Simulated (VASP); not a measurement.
**KTaO3: single point with LDA**

The system is KTaO3.

```
CELL_PARAMETERS angstrom
3.95224 0.00000 0.00000
0.00000 3.95224 0.00000
0.00000 0.00000 3.95224
ATOMIC_POSITIONS crystal
K 0.50000 0.50000 0.50000
Ta 0.00000 0.00000 0.00000
O 0.50000 0.00000 0.00000
O 0.00000 0.50000 0.00000
O 0.00000 0.00000 0.50000
```

```
Program                : VASP 6.6.1
Task                   : single point
Functional             : LDA
Potentials or basis    : VASP PAW LDA potentials, release 64 (K_sv, Ta_pv, O)
Cutoff                 : 520 eV
k mesh                 : 4 × 4 × 4
Occupations            : gaussian, width 0.01 eV
Spin                   : no spin polarisation
Dipole correction      : no
Further INCAR settings : ALGO = Normal; EDIFF = 1e-06; NBANDS = 27
```

The pressure is 1.4 GPa and the band gap on the k mesh is 2.06 eV, indirect (least direct gap 2.67 eV).

Levels at points of the mesh, in eV from the valence-band top:
```
           k point  band 15  band 16  band 17  band 18  band 19  band 20  band 21  band 22  band 23  band 24
(0.00, 0.00, 0.00)    -1.12    -1.12    -0.61    -0.61    -0.61     2.06     2.06     2.06     6.59     7.06
(0.50, 0.00, 0.00)    -2.35    -2.25    -1.64    -0.85    -0.85     2.23     5.10     5.10     7.10     8.77
(0.50, 0.50, 0.00)    -3.01    -1.59    -1.48    -1.48    -0.04     5.14     5.14     6.46     7.99    10.04
(0.50, 0.50, 0.50)    -4.04    -4.04     0.00     0.00     0.00     6.63     6.63     6.63     8.80     8.80
```

Wall time 9.1 s on 1 thread of Intel Xeon 6975P-C (shared host), peak memory 0.16 GiB.

Caveat: spin-orbit coupling is left out, which moves the levels of the heavy elements. A k mesh can miss the band edges.
